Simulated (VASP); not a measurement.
A run of VASP 6.6.1 is set up as follows.

File POSCAR:

```
AlAs
1.0
    0.0000000000      2.8946039626      2.8946039626
    2.8946039626      0.0000000000      2.8946039626
    2.8946039626      2.8946039626      0.0000000000
Al As
1 1
Direct
    0.0000000000      0.0000000000      0.0000000000
    0.2500000000      0.2500000000      0.2500000000
```

INCAR.step1

```
SYSTEM = AlAs
PREC = Accurate ; ENCUT = 550
ISMEAR = 0 ; SIGMA = 0.01
LREAL = .FALSE. ; LASPH = .TRUE.
NELM = 120 ; NBANDS = 11
GGA = PE ; ALGO = Normal
EDIFF = 1E-5 ; LWAVE = .TRUE.
LCHARG = .FALSE. ; GGA_COMPAT = .FALSE.
```

The input INCAR.step2:

```
SYSTEM = AlAs
PREC = Accurate ; ENCUT = 550
EDIFF = 1E-6 ; ISMEAR = 0
SIGMA = 0.01 ; LREAL = .FALSE.
LASPH = .TRUE. ; NELM = 120
ALGO = Normal ; ISIF = 2
LWAVE = .FALSE. ; LCHARG = .FALSE.
METAGGA = R2SCAN ; LMIXTAU = .TRUE.
NBANDS = 11 ; ISTART = 1
GGA_COMPAT = .FALSE.
```

File KPOINTS:

```
Automatic mesh
0
G
  6 6 6
  0 0 0
```

Potentials or basis: VASP PAW PBE potentials, release 64 (Al, As).

Run with:

```sh
$ cat potpaw_PBE.64/Al/POTCAR potpaw_PBE.64/As/POTCAR > POTCAR
$ cp INCAR.step1 INCAR
$ mpirun -np 1 vasp_std > vasp.out
$ cp INCAR.step2 INCAR
$ mpirun -np 1 vasp_std > vasp.out
```

(1) Predict the band gap on the k mesh.

(2) Estimate the pressure.

Results:

(1) 1.89 eV, indirect (least direct gap 2.14 eV).

(2) -4.0 GPa.

Caveat: the PAW data sets were made with another functional, which shifts forces and pressure a little.
